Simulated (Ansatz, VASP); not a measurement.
CsCu: VASP beside Ansatz

```
CELL_PARAMETERS angstrom
5.05311 0.00000 0.00000
-2.52656 4.37613 0.00000
0.00000 0.00000 4.57248
ATOMIC_POSITIONS crystal
Cs 0.33333 0.66667 0.50000
Cu 0.00000 0.00000 0.00000
```

Alike in both runs: functional PBE; k mesh 12 × 12 × 10; occupations gaussian, width 0.1 eV; no spin polarisation.

Ansatz relaxed the structure, and its values are those at the end. VASP's run is a single point on that final structure, the one shown.

|  | VASP | Ansatz |
| --- | --- | --- |
| version | VASP 6.6.1 | Ansatz 0.2.0 |
| potentials or method | VASP PAW PBE potentials, release 64 (Cs_sv, Cu), cutoff 520 eV | scalar-relativistic, plane waves, PAW |
| valence electrons in the cell | 20 | 28 |

|  | VASP | Ansatz | Ansatz less VASP |
| --- | --- | --- | --- |
| gap on the k mesh at the Fermi level (eV) | 1.19 | 1.20 | +0.010 |
| least direct gap on the mesh (eV) | 1.19 | 1.20 | +0.010 |
| pressure (GPa) | 0.0 | 0.0 | -0.02 |

With one functional, cell and mesh, what is left measures potentials, basis and numerics. VASP's potentials hold 20 valence electrons a cell and Ansatz's 28, so a difference there can come from the potentials and not from the codes.

Spin-orbit coupling is off throughout.
